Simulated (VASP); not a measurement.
# Rb2Li (Fd-3m) in VASP: further runs

The runs below take Rb2Li through single point, with PBE.

Program: VASP 6.6.1. These are calculated values, not measurements. Logs are shortened: lines on timing, memory, paths and dates and some standing lists are left out, and cuts for length are marked.

## Step 1: The cell of the first run

The structure is cubic, space group Fd-3m (No. 227). The conventional cell has a = 9.127 Å, b = 9.127 Å, c = 9.127 Å, α = 90.00°, β = 90.00°, γ = 90.00°. Within 4.2 Å of Rb (site symmetry -3m) lie 6 Rb at 3.23 Å and 6 Li at 3.78 Å. Within 5.0 Å of Li (site symmetry -43m) lie 12 Rb at 3.78 Å and 4 Li at 3.95 Å.

## Step 2: Single point, PBE

Input file INCAR:

```
PREC = Accurate
ENCUT = 520
EDIFF = 1E-7
ISMEAR = 0
SIGMA = 0.1
LREAL = F
LASPH = T
NELM = 80
ALGO = Normal
ISIF = 2
LWAVE = F
LCHARG = F
GGA = PE
NBANDS = 30
```

Input file KPOINTS:

```
Automatic mesh
0
Gamma
  4 4 4
```

Input file POSCAR:

```
Rb2Li
1.0
    0.0000000000      4.5632603959      4.5632603959
    4.5632603959      0.0000000000      4.5632603959
    4.5632603959      4.5632603959      0.0000000000
Rb Li
4 2
Direct
    0.6250000000      0.6250000000      0.6250000000
    0.1250000000      0.6250000000      0.6250000000
    0.6250000000      0.6250000000      0.1250000000
    0.6250000000      0.1250000000      0.6250000000
    0.0000000000      0.0000000000      0.0000000000
    0.2500000000      0.2500000000      0.2500000000
```

Potentials or basis: VASP PAW PBE potentials, release 64 (Rb_sv, Li_sv).

The run is started by

```
$ cat potpaw_PBE.64/Rb_sv/POTCAR potpaw_PBE.64/Li_sv/POTCAR > POTCAR
$ mpirun -np 1 vasp_std > vasp.out
```

OUTCAR:

```text
PREC = Accurate
   ENCUT = 520
   EDIFF = 1E-7
   ISMEAR = 0
   LREAL = F
   LASPH = T
   NELM = 80
   ISIF = 2
   GGA = PE

 ion  position               nearest neighbor table
   1  0.625  0.625  0.625-   2 3.23   3 3.23   4 3.23   3 3.23   4 3.23   2 3.23   6 3.78   5 3.78
                             6 3.78   5 3.78   6 3.78   5 3.78   3 5.59   4 5.59   2 5.59   3 5.59
   2  0.125  0.625  0.625-   1 3.23   3 3.23   4 3.23   1 3.23   3 3.23   4 3.23   6 3.78   5 3.78
                             5 3.78   6 3.78   5 3.78   6 3.78   3 5.59   1 5.59   3 5.59   1 5.59
   3  0.625  0.625  0.125-   1 3.23   1 3.23   2 3.23   4 3.23   4 3.23   2 3.23   6 3.78   5 3.78
                             6 3.78   5 3.78   6 3.78   5 3.78   4 5.59   1 5.59   2 5.59   1 5.59
   4  0.625  0.125  0.625-   1 3.23   3 3.23   1 3.23   2 3.23   3 3.23   2 3.23   6 3.78   5 3.78
                             6 3.78   5 3.78   6 3.78   5 3.78   3 5.59   1 5.59   1 5.59   3 5.59
   5  0.000  0.000  0.000-   1 3.78   1 3.78   1 3.78   2 3.78   3 3.78   4 3.78   4 3.78   2 3.78
                             4 3.78   3 3.78   2 3.78   3 3.78
   6  0.250  0.250  0.250-   2 3.78   3 3.78   4 3.78   1 3.78   1 3.78   1 3.78   2 3.78   2 3.78
                             3 3.78   4 3.78   3 3.78   4 3.78

  LATTYP: Found a face centered cubic cell.
 ALAT       =     9.1265207918

  Lattice vectors:

 A1 = (   0.0000000000,   4.5632603959,   4.5632603959)
 A2 = (   4.5632603959,   0.0000000000,   4.5632603959)
 A3 = (   4.5632603959,   4.5632603959,   0.0000000000)

Analysis of symmetry for initial positions (statically):
=====================================================================
 Subroutine PRICEL returns:
 Original cell was already a primitive cell.

 Routine SETGRP: Setting up the symmetry group for a
 face centered cubic supercell.

 Subroutine GETGRP returns: Found 48 space group operations
 (whereof 24 operations were pure point group operations)
 out of a pool of 48 trial point group operations.

The static configuration has the point symmetry T_d .
 The point group associated with its full space group is O_h .

Analysis of symmetry for dynamics (positions and initial velocities):
=====================================================================
 Subroutine PRICEL returns:
 Original cell was already a primitive cell.

 Routine SETGRP: Setting up the symmetry group for a
 face centered cubic supercell.

 Subroutine GETGRP returns: Found 48 space group operations
 (whereof 24 operations were pure point group operations)
 out of a pool of 48 trial point group operations.

The dynamic configuration has the point symmetry T_d .
 The point group associated with its full space group is O_h .

 Subroutine INISYM returns: Found 48 space group operations
 (whereof 24 operations are pure point group operations),
 and found     1 'primitive' translations

----------------------------------------------------------------------------------------

                                     Primitive cell

  volume of cell :     190.0447

  direct lattice vectors                    reciprocal lattice vectors
     0.000000000  4.563260396  4.563260396    -0.109570780  0.109570780  0.109570780
     4.563260396  0.000000000  4.563260396     0.109570780 -0.109570780  0.109570780
     4.563260396  4.563260396  0.000000000     0.109570780  0.109570780 -0.109570780

  length of vectors
     6.453424741  6.453424741  6.453424741     0.189782158  0.189782158  0.189782158

  position of ions in fractional coordinates (direct lattice)
     0.625000000  0.625000000  0.625000000
     0.125000000  0.625000000  0.625000000
     0.625000000  0.625000000  0.125000000
     0.625000000  0.125000000  0.625000000
     0.000000000  0.000000000  0.000000000
     0.250000000  0.250000000  0.250000000

  ion indices of the primitive-cell ions
   primitive index   ion index
                 1           1
                 2           2
                 3           3
                 4           4
                 5           5
                 6           6

----------------------------------------------------------------------------------------

 KPOINTS: Automatic mesh

Automatic generation of k-mesh.
 Grid dimensions read from file:
 generate k-points for:    4    4    4

 Generating k-lattice:

  Cartesian coordinates                     Fractional coordinates (reciprocal lattice)
    -0.027392695  0.027392695  0.027392695     0.250000000  0.000000000  0.000000000
     0.027392695 -0.027392695  0.027392695     0.000000000  0.250000000  0.000000000
     0.027392695  0.027392695 -0.027392695     0.000000000  0.000000000  0.250000000

  Length of vectors
     0.047445539  0.047445539  0.047445539

  Shift w.r.t. Gamma in fractional coordinates (k-lattice)
     0.000000000  0.000000000  0.000000000

 Subroutine IBZKPT returns following result:
 ===========================================

 Found      8 irreducible k-points:

 Following reciprocal coordinates:
            Coordinates               Weight
  0.000000  0.000000  0.000000      1.000000
  0.250000  0.000000  0.000000      8.000000
  0.500000  0.000000  0.000000      4.000000
  0.250000  0.250000  0.000000      6.000000
  0.500000  0.250000  0.000000     24.000000
 -0.250000  0.250000  0.000000     12.000000
  0.500000  0.500000  0.000000      3.000000
 -0.250000  0.500000  0.250000      6.000000
   k-points           NKPTS =      8   k-points in BZ     NKDIM =      8   number of bands    NBANDS=     30
   number of dos      NEDOS =    301   number of ions     NIONS =      6
   total plane-waves  NPLWV = 110592
   dimension x,y,z NGX =    48 NGY =   48 NGZ =   48
   dimension x,y,z NGXF=    96 NGYF=   96 NGZF=   96
   ions per type =               4   2
   NGX,Y,Z   is equivalent  to a cutoff of  12.37, 12.37, 12.37 a.u.
   NGXF,Y,Z  is equivalent  to a cutoff of  24.73, 24.73, 24.73 a.u.
 SYSTEM =  unknown system
   PREC   = accura    normal or accurate (medium, high low for compatibility)
   ISTART =      0    job   : 0-new  1-cont  2-samecut
   ICHARG =      2    charge: 1-file 2-atom 10-const
   ISPIN  =      1    spin polarized calculation?
   LNONCOLLINEAR =      F non collinear calculations
   LSORBIT =      F    spin-orbit coupling
   LASPH  =      T    aspherical Exc in radial PAW
   ENCUT  =  520.0 eV  38.22 Ry    6.18 a.u.  12.00 12.00 12.00*2*pi/ulx,y,z
   NELM   =     80;   NELMIN=  2; NELMDL= -5     # of ELM steps
   EDIFF  = 0.1E-06   stopping-criterion for ELM
   LREAL  =      F    real-space projection
   EDIFFG = 0.1E-05   stopping-criterion for IOM
   NSW    =      0    number of steps for IOM
   IBRION =     -1    ionic relax: 0-MD 1-quasi-New 2-CG
   NFREE  =      0    steps in history (QN), initial steepest desc. (CG)
   ISIF   =      2    stress and relaxation
   ISYM   =      2    0-nonsym 1-usesym 2-fastsym
   POTIM  = 0.5000    time-step for ionic-motion
   TEBEG  =    0.0;   TEEND  =   0.0 temperature during run
   PSTRESS=    0.0 pullay stress
   NELECT =      42.0000    total number of electrons
   NUPDOWN=      -1.0000    fix difference up-down
   EMIN   =  10.00;   EMAX   =-10.00  energy-range for DOS
   EFERMI =   0.00;   METHOD = LEGACY
   ISMEAR =     0;   SIGMA  =   0.10  broadening in eV -4-tet -1-fermi 0-gaus
   EFERMI_NEDOS =   21; number of points for ismear=-14 and -15
   IALGO  =     38    algorithm
   IMIX   =      4    mixing-type and parameters
     AMIX     =   0.40;   BMIX     =  1.00
     AMIX_MAG =   1.60;   BMIX_MAG =  1.00
  volume/ion in A,a.u.               =      31.67       213.75
  Fermi-wavevector in a.u.,A,eV,Ry     =   0.989782  1.870416 13.329185  0.979667
  Thomas-Fermi vector in A             =   2.121405
   LORBIT       =      0    0 simple, 1 ext, 2 COOP (PROOUT), +10 PAW based schemes
   GGA     = PE    functional components
   LHFCALC =     F    Hartree Fock is set to
   AEXX    =    0.0000 exact exchange contribution
   IVDW    =     0    specifies the selected vdW correction
   LEPSILON=     F    determine dielectric tensor
   LRPA    =     F    only Hartree local field effects (RPA)
 non-spin polarized calculation
 Gauss-broadening in eV      SIGMA  =   0.10
  energy-cutoff  :      520.00
  volume of cell :      190.04
 maximum number of plane-waves:      5124
   NGX = 23   NGY = 23   NGZ = 23

 number of electron      41.9999984 magnetization

 Free energy of the ion-electron system (eV)
  ---------------------------------------------------
  ext. energy  EPLUGINS =         0.00000000
  ---------------------------------------------------
  free energy    TOTEN  =        -2.07029537 eV

  energy without entropy =       -2.05662304  energy(sigma->0) =       -2.06345921

 E-fermi :   2.4518     XC(G=0):  -7.9275

 val. band max:        2.3469386071   @ k =  -0.2500   0.2500   0.0000
 cond. band min:       2.4616072452   @ k =   0.2500   0.2500   0.0000
 fundamental gap:      0.1146686381
 Fermi energy:         2.4518248013

 k-point     1 :       0.0000    0.0000    0.0000
  band No.  band energies     occupation
      1     -44.2008      2.00000
      2     -44.2003      2.00000
      3     -27.2831      2.00000
      4     -26.7706      2.00000
      5     -26.7706      2.00000
      6     -26.7706      2.00000
[... 22 lines left out ...]
     29       5.2585      0.00000
     30       5.2976      0.00000

 k-point     2 :       0.2500    0.0000    0.0000
  band No.  band energies     occupation
      1     -44.2008      2.00000
      2     -44.2004      2.00000
      3     -27.2329      2.00000
      4     -26.8286      2.00000
      5     -26.7710      2.00000
      6     -26.7710      2.00000
[... 22 lines left out ...]
     29       5.2712      0.00000
     30       5.8491      0.00000

 k-point     3 :       0.5000    0.0000    0.0000
  band No.  band energies     occupation
      1     -44.2007      2.00000
      2     -44.2005      2.00000
      3     -27.1618      2.00000
      4     -26.9077      2.00000
      5     -26.7714      2.00000
      6     -26.7714      2.00000
[... 154 lines left out ...]
     29       5.9849      0.00000
     30       5.9850      0.00000

 k-point     8 :      -0.2500    0.5000    0.2500
  band No.  band energies     occupation
      1     -44.2006      2.00000
      2     -44.2006      2.00000
      3     -27.0367      2.00000
      4     -27.0367      2.00000
      5     -26.7722      2.00000
      6     -26.7722      2.00000
[... 22 lines left out ...]
     29       5.2016      0.00000
     30       5.2016      0.00000

------------------------ aborting loop because EDIFF is reached ----------------------------------------

  FORCE on cell =-STRESS in cart. coord.  units (eV):
  Direction    XX          YY          ZZ          XY          YZ          ZX
  --------------------------------------------------------------------------------------
  -------------------------------------------------------------------------------------
  Total       10.5460765     10.5460765     10.5460765      0.0000000     -0.0000000      0.0000000
  in kB       88.9090048     88.9090048     88.9090048      0.0000000     -0.0000000      0.0000000
  external PRESSURE =      88.9090048 kB  Pullay stress =       0.0000000 kB

 VOLUME and BASIS-vectors are now :
 -----------------------------------------------------------------------------
  energy-cutoff  :      520.00
  volume of cell :      190.04
      direct lattice vectors                 reciprocal lattice vectors
     0.000000000  4.563260396  4.563260396    -0.109570780  0.109570780  0.109570780
     4.563260396  0.000000000  4.563260396     0.109570780 -0.109570780  0.109570780
     4.563260396  4.563260396  0.000000000     0.109570780  0.109570780 -0.109570780

 POSITION                                       TOTAL-FORCE (eV/Angst)
 -----------------------------------------------------------------------------------
      5.70408      5.70408      5.70408        -0.000000      0.000000      0.000000
      5.70408      3.42245      3.42245        -0.000000      0.000000      0.000000
      3.42245      3.42245      5.70408        -0.000000      0.000000      0.000000
      3.42245      5.70408      3.42245        -0.000000      0.000000      0.000000
      0.00000      0.00000      0.00000        -0.000000     -0.000000      0.000000
      2.28163      2.28163      2.28163         0.000000      0.000000     -0.000000
 -----------------------------------------------------------------------------------
    total drift:                                0.000000     -0.000000     -0.000000

  FREE ENERGIE OF THE ION-ELECTRON SYSTEM (eV)
  ---------------------------------------------------
  free  energy   TOTEN  =        -2.0702953736 eV

  energy  without entropy=       -2.0566230412  energy(sigma->0) =       -2.06345921
```

Wall time 83 s (1 thread of Oxide Virtual Turin-like, shared host); peak memory 0.27 GiB.

What came out:

| Item | Value |
| --- | --- |
| Free energy | -2.0703 eV |
| Band gap on the k mesh | zero (bands 21 and 22 overlap by 0.68 eV) |

Levels at points of the mesh, in eV from the Fermi level:
```tsv
k point	band 19	band 20	band 21	band 22	band 23	band 24
(0.00, 0.00, 0.00)	-2.90	-0.79	-0.16	-0.16	-0.16	1.12
(0.50, 0.00, 0.00)	-1.49	-1.29	-0.14	0.80	0.80	0.99
(0.50, 0.50, 0.00)	-1.00	-1.00	0.46	0.46	0.99	0.99
```

Caveat: the cutoff is under 1.25 times the usual one of these potentials, so pressure, stress and relaxed cells hold a basis-set (Pulay) error.

[end of part 1 of 2]
